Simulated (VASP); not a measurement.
# SeS4 (P-43m) in VASP: further runs

Runs on SeS4. Level: PBE. Tasks: single point, relaxation of cell and atoms.

All numbers are computed with VASP 6.6.1; they aren't measurements. Logs are shortened: lines on timing, memory, paths and dates and some standing lists are left out, and cuts for length are marked.

### Step 1. The cell of the first run

It takes space group P-43m (No. 215, cubic). The conventional cell has a = 4.671 Å, b = 4.671 Å, c = 4.671 Å, α = 90.00°, β = 90.00°, γ = 90.00°. Se (site symmetry -43m) has 4 S at 2.51 Å within 3.3 Å. Within 3.3 Å of S (site symmetry 3m) lie 1 Se at 2.51 Å and 3 S at 2.51 Å.

### Step 2. Single point, PBE

Contents of INCAR:

```
PREC     = Accurate       # precision mode
ENCUT    = 520            # plane-wave cutoff, eV
EDIFF    = 1E-7           # SCF threshold, eV
ISMEAR   = 0              # smearing method
SIGMA    = 0.1            # smearing width, eV
LREAL    = F              # projectors in reciprocal space
LASPH    = T              # aspherical terms in the spheres
NELM     = 60             # most SCF steps
ALGO     = Normal         # electronic algorithm
ISIF     = 2              # what is computed and relaxed
LWAVE    = F              # write WAVECAR
LCHARG   = T              # write CHGCAR
GGA      = PE             # functional
LELF     = T              # ELF
LVHAR    = T            
NBANDS   = 23             # bands
```

Contents of KPOINTS:

```
regular mesh
0
Gamma
  4 4 4
```

Contents of POSCAR:

```
SeS4
1.0
    4.6705846531      0.0000000000      0.0000000000
    0.0000000000      4.6705846531      0.0000000000
    0.0000000000      0.0000000000      4.6705846531
Se S
1 4
Direct
    0.0000000000      0.0000000000      0.0000000000
    0.3099070947      0.6900929053      0.6900929053
    0.6900929053      0.3099070947      0.6900929053
    0.6900929053      0.6900929053      0.3099070947
    0.3099070947      0.3099070947      0.3099070947
```

Potentials or basis: VASP PAW PBE potentials, release 64 (Se, S).

Run with:

```bash
$ cat potpaw_PBE.64/Se/POTCAR potpaw_PBE.64/S/POTCAR > POTCAR
$ mpirun -np 1 vasp_std > vasp.out
```

OUTCAR:

```text
PREC = Accurate
   ENCUT = 520
   EDIFF = 1E-7
   ISMEAR = 0
   LREAL = F
   LASPH = T
   NELM = 60
   ISIF = 2
   GGA = PE

 ion  position               nearest neighbor table
   1  0.000  0.000  0.000-   2 2.51   3 2.51   4 2.51   5 2.51
   2  0.310  0.690  0.690-   1 2.51   3 2.51   4 2.51   5 2.51
   3  0.690  0.310  0.690-   1 2.51   2 2.51   4 2.51   5 2.51
   4  0.690  0.690  0.310-   1 2.51   2 2.51   3 2.51   5 2.51
   5  0.310  0.310  0.310-   1 2.51   2 2.51   3 2.51   4 2.51

  LATTYP: Found a simple cubic cell.
 ALAT       =     4.6705846531

  Lattice vectors:

 A1 = (   4.6705846531,   0.0000000000,   0.0000000000)
 A2 = (   0.0000000000,   4.6705846531,   0.0000000000)
 A3 = (   0.0000000000,   0.0000000000,   4.6705846531)

Analysis of symmetry for initial positions (statically):
=====================================================================
 Subroutine PRICEL returns:
 Original cell was already a primitive cell.

 Routine SETGRP: Setting up the symmetry group for a
 simple cubic supercell.

 Subroutine GETGRP returns: Found 24 space group operations
 (whereof 24 operations were pure point group operations)
 out of a pool of 48 trial point group operations.

The static configuration has the point symmetry T_d .

Analysis of symmetry for dynamics (positions and initial velocities):
=====================================================================
 Subroutine PRICEL returns:
 Original cell was already a primitive cell.

 Routine SETGRP: Setting up the symmetry group for a
 simple cubic supercell.

 Subroutine GETGRP returns: Found 24 space group operations
 (whereof 24 operations were pure point group operations)
 out of a pool of 48 trial point group operations.

The dynamic configuration has the point symmetry T_d .

 Subroutine INISYM returns: Found 24 space group operations
 (whereof 24 operations are pure point group operations),
 and found     1 'primitive' translations

----------------------------------------------------------------------------------------

                                     Primitive cell

  volume of cell :     101.8858

  direct lattice vectors                    reciprocal lattice vectors
     4.670584653  0.000000000  0.000000000     0.214105958  0.000000000  0.000000000
     0.000000000  4.670584653  0.000000000     0.000000000  0.214105958  0.000000000
     0.000000000  0.000000000  4.670584653     0.000000000  0.000000000  0.214105958

  length of vectors
     4.670584653  4.670584653  4.670584653     0.214105958  0.214105958  0.214105958

  position of ions in fractional coordinates (direct lattice)
     0.000000000  0.000000000  0.000000000
     0.309907095  0.690092905  0.690092905
     0.690092905  0.309907095  0.690092905
     0.690092905  0.690092905  0.309907095
     0.309907095  0.309907095  0.309907095

  ion indices of the primitive-cell ions
   primitive index   ion index
                 1           1
                 2           2
                 3           3
                 4           4
                 5           5

----------------------------------------------------------------------------------------

 KPOINTS: regular mesh

Automatic generation of k-mesh.
 Grid dimensions read from file:
 generate k-points for:    4    4    4

 Generating k-lattice:

  Cartesian coordinates                     Fractional coordinates (reciprocal lattice)
     0.053526489  0.000000000  0.000000000     0.250000000  0.000000000  0.000000000
     0.000000000  0.053526489  0.000000000     0.000000000  0.250000000  0.000000000
     0.000000000  0.000000000  0.053526489     0.000000000  0.000000000  0.250000000

  Length of vectors
     0.053526489  0.053526489  0.053526489

  Shift w.r.t. Gamma in fractional coordinates (k-lattice)
     0.000000000  0.000000000  0.000000000

 Subroutine IBZKPT returns following result:
 ===========================================

 Found     10 irreducible k-points:

 Following reciprocal coordinates:
            Coordinates               Weight
  0.000000  0.000000  0.000000      1.000000
  0.250000  0.000000  0.000000      6.000000
  0.500000  0.000000  0.000000      3.000000
  0.250000  0.250000  0.000000     12.000000
  0.500000  0.250000  0.000000     12.000000
  0.500000  0.500000  0.000000      3.000000
  0.250000  0.250000  0.250000      8.000000
  0.500000  0.250000  0.250000     12.000000
  0.500000  0.500000  0.250000      6.000000
  0.500000  0.500000  0.500000      1.000000
   k-points           NKPTS =     10   k-points in BZ     NKDIM =     10   number of bands    NBANDS=     23
   number of dos      NEDOS =    301   number of ions     NIONS =      5
   total plane-waves  NPLWV =  46656
   dimension x,y,z NGX =    36 NGY =   36 NGZ =   36
   dimension x,y,z NGXF=    72 NGYF=   72 NGZF=   72
   ions per type =               1   4
   NGX,Y,Z   is equivalent  to a cutoff of  12.81, 12.81, 12.81 a.u.
   NGXF,Y,Z  is equivalent  to a cutoff of  25.63, 25.63, 25.63 a.u.
 SYSTEM =  unknown system
   PREC   = accura    normal or accurate (medium, high low for compatibility)
   ISTART =      0    job   : 0-new  1-cont  2-samecut
   ICHARG =      2    charge: 1-file 2-atom 10-const
   ISPIN  =      1    spin polarized calculation?
   LNONCOLLINEAR =      F non collinear calculations
   LSORBIT =      F    spin-orbit coupling
   LASPH  =      T    aspherical Exc in radial PAW
   ENCUT  =  520.0 eV  38.22 Ry    6.18 a.u.   8.68  8.68  8.68*2*pi/ulx,y,z
   NELM   =     60;   NELMIN=  2; NELMDL= -5     # of ELM steps
   EDIFF  = 0.1E-06   stopping-criterion for ELM
   LREAL  =      F    real-space projection
   EDIFFG = 0.1E-05   stopping-criterion for IOM
   NSW    =      0    number of steps for IOM
   IBRION =     -1    ionic relax: 0-MD 1-quasi-New 2-CG
   NFREE  =      0    steps in history (QN), initial steepest desc. (CG)
   ISIF   =      2    stress and relaxation
   ISYM   =      2    0-nonsym 1-usesym 2-fastsym
   POTIM  = 0.5000    time-step for ionic-motion
   TEBEG  =    0.0;   TEEND  =   0.0 temperature during run
   PSTRESS=    0.0 pullay stress
   NELECT =      30.0000    total number of electrons
   NUPDOWN=      -1.0000    fix difference up-down
   EMIN   =  10.00;   EMAX   =-10.00  energy-range for DOS
   EFERMI =   0.00;   METHOD = LEGACY
   ISMEAR =     0;   SIGMA  =   0.10  broadening in eV -4-tet -1-fermi 0-gaus
   EFERMI_NEDOS =   21; number of points for ismear=-14 and -15
   IALGO  =     38    algorithm
   IMIX   =      4    mixing-type and parameters
     AMIX     =   0.40;   BMIX     =  1.00
     AMIX_MAG =   1.60;   BMIX_MAG =  1.00
  volume/ion in A,a.u.               =      20.38       137.51
  Fermi-wavevector in a.u.,A,eV,Ry     =   1.089124  2.058146 16.139110  1.186191
  Thomas-Fermi vector in A             =   2.225320
   LORBIT       =      0    0 simple, 1 ext, 2 COOP (PROOUT), +10 PAW based schemes
   GGA     = PE    functional components
   LHFCALC =     F    Hartree Fock is set to
   AEXX    =    0.0000 exact exchange contribution
   IVDW    =     0    specifies the selected vdW correction
   LEPSILON=     F    determine dielectric tensor
   LRPA    =     F    only Hartree local field effects (RPA)
 non-spin polarized calculation
 Gauss-broadening in eV      SIGMA  =   0.10
  energy-cutoff  :      520.00
  volume of cell :      101.89
 maximum number of plane-waves:      2800
 NGX is ok and might be reduce to    36
   NGX = 17   NGY = 17   NGZ = 17

 number of electron      30.0000000 magnetization

 Free energy of the ion-electron system (eV)
  ---------------------------------------------------
  ext. energy  EPLUGINS =         0.00000000
  ---------------------------------------------------
  free energy    TOTEN  =       -15.91201473 eV

  energy without entropy =      -15.89206083  energy(sigma->0) =      -15.90203778

 E-fermi :   4.7529     XC(G=0):  -9.8502

 val. band max:        4.6550501841   @ k =   0.5000   0.5000   0.2500
 cond. band min:       4.8014397310   @ k =   0.5000   0.5000   0.0000
 fundamental gap:      0.1463895468
 Fermi energy:         4.7529124687

 k-point     1 :       0.0000    0.0000    0.0000
  band No.  band energies     occupation
      1     -11.4655      2.00000
      2      -8.1631      2.00000
      3      -7.1213      2.00000
      4      -7.1213      2.00000
      5      -7.1213      2.00000
      6       0.1580      2.00000
[... 15 lines left out ...]
     22      10.5964      0.00000
     23      11.2029      0.00000

 k-point     2 :       0.2500    0.0000    0.0000
  band No.  band energies     occupation
      1     -11.2020      2.00000
      2      -9.0382      2.00000
      3      -7.0813      2.00000
      4      -7.0813      2.00000
      5      -6.4321      2.00000
      6      -1.3756      2.00000
[... 15 lines left out ...]
     22      11.3726      0.00000
     23      11.9246      0.00000

 k-point     3 :       0.5000    0.0000    0.0000
  band No.  band energies     occupation
      1     -10.7131      2.00000
      2      -9.8797      2.00000
      3      -7.0401      2.00000
      4      -7.0401      2.00000
      5      -5.9453      2.00000
      6      -2.2003      2.00000
[... 15 lines left out ...]
     22      11.4195      0.00000
     23      13.5033      0.00000
[... 131 lines left out ...]
 k-point     9 :       0.5000    0.5000    0.2500
  band No.  band energies     occupation
      1     -10.4371      2.00000
      2      -9.1276      2.00000
      3      -7.7132      2.00000
      4      -7.7132      2.00000
      5      -6.5276      2.00000
      6      -1.3119      2.00000
[... 15 lines left out ...]
     22      12.5798      0.00000
     23      12.5798      0.00000

 k-point    10 :       0.5000    0.5000    0.5000
  band No.  band energies     occupation
      1     -10.4567      2.00000
      2      -8.3947      2.00000
      3      -7.6403      2.00000
      4      -7.6403      2.00000
      5      -7.6403      2.00000
      6      -1.5390      2.00000
[... 15 lines left out ...]
     22      12.3512      0.00000
     23      12.3512      0.00000

------------------------ aborting loop because EDIFF is reached ----------------------------------------

  FORCE on cell =-STRESS in cart. coord.  units (eV):
  Direction    XX          YY          ZZ          XY          YZ          ZX
  --------------------------------------------------------------------------------------
  -------------------------------------------------------------------------------------
  Total       -0.1092136     -0.1092136     -0.1092136      0.0000000      0.0000000     -0.0000000
  in kB       -1.7174077     -1.7174077     -1.7174077      0.0000000      0.0000000     -0.0000000
  external PRESSURE =      -1.7174077 kB  Pullay stress =       0.0000000 kB

 VOLUME and BASIS-vectors are now :
 -----------------------------------------------------------------------------
  energy-cutoff  :      520.00
  volume of cell :      101.89
      direct lattice vectors                 reciprocal lattice vectors
     4.670584653  0.000000000  0.000000000     0.214105958  0.000000000  0.000000000
     0.000000000  4.670584653  0.000000000     0.000000000  0.214105958  0.000000000
     0.000000000  0.000000000  4.670584653     0.000000000  0.000000000  0.214105958

 POSITION                                       TOTAL-FORCE (eV/Angst)
 -----------------------------------------------------------------------------------
      0.00000      0.00000      0.00000         0.000000     -0.000000      0.000000
      1.44745      3.22314      3.22314         0.011975     -0.011975     -0.011975
      3.22314      1.44745      3.22314        -0.011975      0.011975     -0.011975
      3.22314      3.22314      1.44745        -0.011975     -0.011975      0.011975
      1.44745      1.44745      1.44745         0.011975      0.011975      0.011975
 -----------------------------------------------------------------------------------
    total drift:                                0.000000      0.000000     -0.000000

  FREE ENERGIE OF THE ION-ELECTRON SYSTEM (eV)
  ---------------------------------------------------
  free  energy   TOTEN  =       -15.9120147346 eV

  energy  without entropy=      -15.8920608268  energy(sigma->0) =      -15.90203778
```

It took 10 s on 1 thread of Intel Xeon 6975P-C (Granite Rapids), shared host; peak memory 0.2 GiB.

Results:

- Free energy: -15.9120 eV
- Pressure: -0.2 GPa
- Largest force: 0.021 eV/Å
- Band gap on the k mesh: zero (band 15 reaches 5.54 eV, above the bottom of band 16 at 4.30 eV)

Forces on the atoms (eV/Å):
```
Se   0.000  0.000  0.000
S    0.012 -0.012 -0.012
S   -0.012  0.012 -0.012
S   -0.012 -0.012  0.012
S    0.012  0.012  0.012
```

### Step 3. Single point, PBE

This run uses another cell than the first one, of 20.31 Å³/atom, 0.997 times its volume.

Contents of INCAR:

```
SYSTEM = SeS4
PREC = Accurate ; ENCUT = 520
EDIFF = 1E-6 ; ISMEAR = 0
SIGMA = 0.1 ; LREAL = .False.
LASPH = .True. ; NELM = 60
ALGO = Normal ; ISIF = 2
LWAVE = .False. ; LCHARG = .False.
GGA = PE ; NBANDS = 23
```

Contents of KPOINTS:

```
regular mesh
0
Gamma
  8 8 8
  0 0 0
```

Contents of POSCAR:

```
SeS4
1.0
    4.6655667766      0.0000000000      0.0000000000
    0.0000000000      4.6655667766      0.0000000000
    0.0000000000      0.0000000000      4.6655667766
Se S
1 4
Direct
    0.0000000000      0.0000000000      0.0000000000
    0.3097778189      0.6902221811      0.6902221811
    0.6902221811      0.3097778189      0.6902221811
    0.6902221811      0.6902221811      0.3097778189
    0.3097778189      0.3097778189      0.3097778189
```

Potentials or basis: VASP PAW PBE potentials, release 64 (Se, S).

Run with:

```bash
$ cat potpaw_PBE.64/Se/POTCAR potpaw_PBE.64/S/POTCAR > POTCAR
$ mpirun -np 1 vasp_std > vasp.out
```

It took 25 s on 1 thread of Intel Xeon 6975P-C (Granite Rapids), shared host; peak memory 0.23 GiB.

It converged, with:

| Item | Value |
| --- | --- |
| Free energy | -15.9377 eV |
| Pressure | -0.1 GPa |
| Largest force | 0.005 eV/Å |
| Band gap on the k mesh | zero (band 15 reaches 5.59 eV, above the bottom of band 16 at 4.34 eV) |

Forces on the atoms (eV/Å):
```
Se   0.000  0.000  0.000
S    0.003 -0.003 -0.003
S   -0.003  0.003 -0.003
S   -0.003 -0.003  0.003
S    0.003  0.003  0.003
```

Levels at points of the mesh, in eV from the Fermi level:
| k point | band 11 | band 12 | band 13 | band 14 | band 15 | band 16 | band 17 | band 18 | band 19 | band 20 |
| --- | --- | --- | --- | --- | --- | --- | --- | --- | --- | --- |
| (0.00, 0.00, 0.00) | -4.28 | -0.88 | -0.88 | -0.88 | -0.43 | -0.43 | -0.43 | 2.24 | 2.24 | 2.24 |
| (0.50, 0.00, 0.00) | -2.59 | -1.75 | -1.44 | -1.44 | -0.13 | -0.13 | 0.26 | 0.76 | 3.40 | 3.40 |
| (0.50, 0.50, 0.00) | -3.47 | -3.47 | -1.37 | 0.08 | 0.08 | 0.23 | 1.05 | 1.76 | 3.37 | 3.37 |
| (0.50, 0.50, 0.50) | -1.20 | -0.98 | -0.98 | -0.98 | 0.82 | 0.82 | 0.82 | 1.62 | 1.62 | 1.62 |

(Part 1 of 2 ends here.)
